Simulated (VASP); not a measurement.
# GaSb (F-43m) in VASP: a series of runs, part 2 of 2

VASP 6.6.1. Earlier steps stand in the parts before.

## 3. Single point, r2SCAN (volume changed by -6%)

POSCAR

```
GaSb
1.0
    0.0000000000      3.0032922835      3.0032922835
    3.0032922835      0.0000000000      3.0032922835
    3.0032922835      3.0032922835      0.0000000000
Ga Sb
1 1
Direct
    0.0000000000      0.0000000000      0.0000000000
    0.2500000000      0.2500000000      0.2500000000
```

INCAR.step1

```
PREC     = Accurate       # precision mode
ENCUT    = 520            # plane-wave cutoff, eV
ISMEAR   = -1             # smearing method
SIGMA    = 0.02           # smearing width, eV
LREAL    = False          # projectors in reciprocal space
LASPH    = True           # aspherical terms in the spheres
NELM     = 100            # most SCF steps
NBANDS   = 16             # bands
GGA      = PE             # functional
ALGO     = Normal         # electronic algorithm
EDIFF    = 1E-4           # SCF threshold, eV
LWAVE    = True           # write WAVECAR
LCHARG   = False          # write CHGCAR
```

INCAR.step2

```
PREC     = Accurate       # precision mode
ENCUT    = 520            # plane-wave cutoff, eV
EDIFF    = 1E-6           # SCF threshold, eV
ISMEAR   = -1             # smearing method
SIGMA    = 0.02           # smearing width, eV
LREAL    = False          # projectors in reciprocal space
LASPH    = True           # aspherical terms in the spheres
NELM     = 100            # most SCF steps
ALGO     = Normal         # electronic algorithm
ISIF     = 2              # what is computed and relaxed
LWAVE    = False          # write WAVECAR
LCHARG   = False          # write CHGCAR
METAGGA  = R2SCAN         # meta-GGA
LMIXTAU  = True         
NBANDS   = 16             # bands
ISTART   = 1
```

KPOINTS

```
regular mesh
0
Gamma
  6 6 6
```

Potentials or basis: VASP PAW PBE potentials, release 64 (Ga_d, Sb).

Run with:

```sh
$ cat potpaw_PBE.64/Ga_d/POTCAR potpaw_PBE.64/Sb/POTCAR > POTCAR
$ cp INCAR.step1 INCAR
$ mpirun -np 1 vasp_std > vasp.out
$ cp INCAR.step2 INCAR
$ mpirun -np 1 vasp_std > vasp.out
```

OUTCAR:

```text
PREC = Accurate
   ENCUT = 520
   EDIFF = 1E-6
   ISMEAR = -1
   LREAL = False
   LASPH = True
   NELM = 100
   ISIF = 2
   METAGGA = R2SCAN
   ISTART = 1

 ion  position               nearest neighbor table
   1  0.000  0.000  0.000-   2 2.60   2 2.60   2 2.60   2 2.60
   2  0.250  0.250  0.250-   1 2.60   1 2.60   1 2.60   1 2.60

  LATTYP: Found a face centered cubic cell.
 ALAT       =     6.0065845670

  Lattice vectors:

 A1 = (   0.0000000000,   3.0032922835,   3.0032922835)
 A2 = (   3.0032922835,   0.0000000000,   3.0032922835)
 A3 = (   3.0032922835,   3.0032922835,   0.0000000000)

Analysis of symmetry for initial positions (statically):
=====================================================================
 Subroutine PRICEL returns:
 Original cell was already a primitive cell.

 Routine SETGRP: Setting up the symmetry group for a
 face centered cubic supercell.

 Subroutine GETGRP returns: Found 24 space group operations
 (whereof 24 operations were pure point group operations)
 out of a pool of 48 trial point group operations.

The static configuration has the point symmetry T_d .

Analysis of symmetry for dynamics (positions and initial velocities):
=====================================================================
 Subroutine PRICEL returns:
 Original cell was already a primitive cell.

 Routine SETGRP: Setting up the symmetry group for a
 face centered cubic supercell.

 Subroutine GETGRP returns: Found 24 space group operations
 (whereof 24 operations were pure point group operations)
 out of a pool of 48 trial point group operations.

The dynamic configuration has the point symmetry T_d .

 Subroutine INISYM returns: Found 24 space group operations
 (whereof 24 operations are pure point group operations),
 and found     1 'primitive' translations

----------------------------------------------------------------------------------------
[... 100 lines left out ...]
   EFERMI_NEDOS =   21; number of points for ismear=-14 and -15
   IALGO  =     38    algorithm
   IMIX   =      4    mixing-type and parameters
     AMIX     =   0.40;   BMIX     =  1.00
     AMIX_MAG =   1.60;   BMIX_MAG =  1.00
  volume/ion in A,a.u.               =      27.09       182.81
  Fermi-wavevector in a.u.,A,eV,Ry     =   1.133856  2.142678 17.492064  1.285630
  Thomas-Fermi vector in A             =   2.270560
   LORBIT       =      0    0 simple, 1 ext, 2 COOP (PROOUT), +10 PAW based schemes
   METAGGA = R2SCAN    functional components
   LHFCALC =     F    Hartree Fock is set to
   AEXX    =    0.0000 exact exchange contribution
   IVDW    =     0    specifies the selected vdW correction
   LEPSILON=     F    determine dielectric tensor
   LRPA    =     F    only Hartree local field effects (RPA)
 non-spin polarized calculation
  energy-cutoff  :      520.00
  volume of cell :       54.18
 maximum number of plane-waves:      1470
   NGX = 15   NGY = 15   NGZ = 15

 number of electron      18.0000004 magnetization

 Free energy of the ion-electron system (eV)
  ---------------------------------------------------
  ext. energy  EPLUGINS =         0.00000000
  ---------------------------------------------------
  free energy    TOTEN  =       -37.53799493 eV

  energy without entropy =      -37.53799493  energy(sigma->0) =      -37.53799493

 E-fermi :   5.6882     XC(G=0):  -9.9767

 val. band max:        5.2803319523   @ k =   0.0000   0.0000   0.0000
 cond. band min:       6.0940907657   @ k =   0.5000   0.0000   0.0000
 fundamental gap:      0.8137588134
 Fermi energy:         5.6881730375

 k-point     1 :       0.0000    0.0000    0.0000
  band No.  band energies     occupation
      1     -10.3429      2.00000
      2     -10.3429      2.00000
      3     -10.3429      2.00000
      4     -10.2766      2.00000
      5     -10.2766      2.00000
      6      -7.0658      2.00000
[... 281 lines left out ...]
      3     -10.3122      2.00000
      4     -10.2873      2.00000
      5     -10.2745      2.00000
      6      -4.1719      2.00000
[... 8 lines left out ...]
     15      16.2495      0.00000
     16      17.5684      0.00000

------------------------ aborting loop because EDIFF is reached ----------------------------------------

  FORCE on cell =-STRESS in cart. coord.  units (eV):
  Direction    XX          YY          ZZ          XY          YZ          ZX
  --------------------------------------------------------------------------------------
  -------------------------------------------------------------------------------------
  Total        1.3363715      1.3363715      1.3363715      0.0000000      0.0000000      0.0000000
  in kB       39.5198243     39.5198243     39.5198243      0.0000000      0.0000000      0.0000000
  external PRESSURE =      39.5198243 kB  Pullay stress =       0.0000000 kB

 VOLUME and BASIS-vectors are now :
 -----------------------------------------------------------------------------
  energy-cutoff  :      520.00
  volume of cell :       54.18
      direct lattice vectors                 reciprocal lattice vectors
     0.000000000  3.003292283  3.003292283    -0.166483963  0.166483963  0.166483963
     3.003292283  0.000000000  3.003292283     0.166483963 -0.166483963  0.166483963
     3.003292283  3.003292283  0.000000000     0.166483963  0.166483963 -0.166483963

 POSITION                                       TOTAL-FORCE (eV/Angst)
 -----------------------------------------------------------------------------------
      0.00000      0.00000      0.00000        -0.000000     -0.000000     -0.000000
      1.50165      1.50165      1.50165         0.000000      0.000000      0.000000
 -----------------------------------------------------------------------------------
    total drift:                               -0.000001     -0.000001     -0.000002

  FREE ENERGIE OF THE ION-ELECTRON SYSTEM (eV)
  ---------------------------------------------------
  free  energy   TOTEN  =       -37.5379949299 eV

  energy  without entropy=      -37.5379949299  energy(sigma->0) =      -37.53799493
```

OUTCAR.step1:

```text
PREC = Accurate
   ENCUT = 520
   ISMEAR = -1
   LREAL = False
   LASPH = True
[... 513 lines left out ...]
      0.00000      0.00000      0.00000        -0.000000     -0.000000     -0.000000
      1.50165      1.50165      1.50165         0.000000      0.000000      0.000000
 -----------------------------------------------------------------------------------
    total drift:                                0.000002      0.000002      0.000002

  FREE ENERGIE OF THE ION-ELECTRON SYSTEM (eV)
  ---------------------------------------------------
  free  energy   TOTEN  =        -7.2438150575 eV

  energy  without entropy=       -7.2438149083  energy(sigma->0) =       -7.24381498
```

OSZICAR.step1:

```text
N       E                     dE             d eps       ncg     rms          rms(c)
DAV:   1     0.850199261710E+02    0.85020E+02   -0.86396E+03   520   0.142E+03
DAV:   2    -0.706509986599E+00   -0.85726E+02   -0.82674E+02   584   0.305E+02
DAV:   3    -0.719439306174E+01   -0.64879E+01   -0.64723E+01   616   0.661E+01
DAV:   4    -0.730680091235E+01   -0.11241E+00   -0.11239E+00   640   0.970E+00
DAV:   5    -0.730944095956E+01   -0.26400E-02   -0.26400E-02   648   0.131E+00    0.344E+00
DAV:   6    -0.725856690478E+01    0.50874E-01   -0.65107E-02   752   0.409E+00    0.207E+00
DAV:   7    -0.724223971622E+01    0.16327E-01   -0.45865E-02   584   0.172E+00    0.362E-01
DAV:   8    -0.724330207912E+01   -0.10624E-02   -0.46740E-03   648   0.799E-01    0.102E-01
DAV:   9    -0.724380359793E+01   -0.50152E-03   -0.74874E-04   616   0.206E-01    0.372E-02
DAV:  10    -0.724381505754E+01   -0.11460E-04   -0.26883E-05   528   0.374E-02
   1 F= -.72438151E+01 E0= -.72438150E+01  d E =-.149227E-06
```

It took 26 s on 1 thread of AMD EPYC 9R45 (Zen 5), shared host; peak memory 0.16 GiB.

Results:

* Free energy: -37.5380 eV
* Pressure: 4.0 GPa
* Band gap on the k mesh: 0.81 eV, indirect (least direct gap 0.88 eV)

Caveat: the PAW data sets were made with another functional, which shifts forces and pressure a little; spin-orbit coupling is left out, which moves the levels of the heavy elements. A k mesh can miss the band edges.

## 4. Single point, r2SCAN (volume changed by -3%)

POSCAR

```
GaSb
1.0
    0.0000000000      3.0349082098      3.0349082098
    3.0349082098      0.0000000000      3.0349082098
    3.0349082098      3.0349082098      0.0000000000
Ga Sb
1 1
Direct
    0.0000000000      0.0000000000      0.0000000000
    0.2500000000      0.2500000000      0.2500000000
```

INCAR.step1

```
SYSTEM = GaSb
  ALGO = Normal
  EDIFF = 1E-4
  ENCUT = 520
  GGA = PE
  ISMEAR = -1
  LASPH = .TRUE.
  LCHARG = .FALSE.
  LREAL = .FALSE.
  LWAVE = .TRUE.
  NBANDS = 16
  NELM = 100
  PREC = Accurate
  SIGMA = 0.02
```

INCAR.step2

```
SYSTEM = GaSb
  ALGO = Normal
  EDIFF = 1E-7
  ENCUT = 520
  ISIF = 2
  ISMEAR = -1
  ISTART = 1
  LASPH = .TRUE.
  LCHARG = .TRUE.
  LELF = .TRUE.
  LMIXTAU = .TRUE.
  LREAL = .FALSE.
  LVHAR = .TRUE.
  LWAVE = .FALSE.
  METAGGA = R2SCAN
  NBANDS = 16
  NELM = 100
  PREC = Accurate
  SIGMA = 0.02
```

KPOINTS

```
k-points
0
G
  6 6 6
  0 0 0
```

Run with:

```sh
$ cat potpaw_PBE.64/Ga_d/POTCAR potpaw_PBE.64/Sb/POTCAR > POTCAR
$ cp INCAR.step1 INCAR
$ mpirun -np 1 vasp_std > vasp.out
$ cp INCAR.step2 INCAR
$ mpirun -np 1 vasp_std > vasp.out
```

Run time: 34 s. Hardware: 1 thread of AMD EPYC 9R45 (Zen 5), shared host; peak memory 0.16 GiB.

Results (log left out):

* Free energy: -37.5689 eV
* Pressure: 1.9 GPa
* Band gap on the k mesh: 0.63 eV, direct

Levels at points of the mesh, in eV from the valence-band top:
```csv
k point,band 6,band 7,band 8,band 9,band 10,band 11,band 12,band 13
"(0.00, 0.00, 0.00)",-12.11,0.00,0.00,0.00,0.63,2.97,2.97,2.97
"(0.50, 0.00, 0.00)",-10.32,-6.71,-1.26,-1.26,0.74,4.01,4.01,6.91
"(0.50, 0.50, 0.00)",-9.39,-7.17,-2.79,-2.79,1.09,1.43,9.43,9.43
```

Caveat: the PAW data sets were made with another functional, which shifts forces and pressure a little; spin-orbit coupling is left out, which moves the levels of the heavy elements.

## 5. Overview

| level | cell | gap on the mesh (eV) | pressure (GPa) |
| --- | --- | --- | --- |
| PBE | a = 4.483 Å, angles 60.0°, 2 atoms | none | -2.2 |
| r2SCAN | a = 4.247 Å, angles 60.0°, 2 atoms | 0.81 | 4.0 |
| r2SCAN | a = 4.292 Å, angles 60.0°, 2 atoms | 0.63 | 1.9 |

Alike in all rows: task single point; potentials or basis VASP PAW PBE potentials, release 64 (Ga_d, Sb); no spin polarisation; k mesh 6 × 6 × 6; cutoff (eV) 520; smearing fermi-dirac 0.02 eV.

Caveats: spin-orbit coupling is left out, which moves the levels of the heavy elements; the PAW data sets were made with another functional, which shifts forces and pressure a little (some runs).

Total energies depend on the potentials used, so only differences within one code and one set of settings carry meaning.
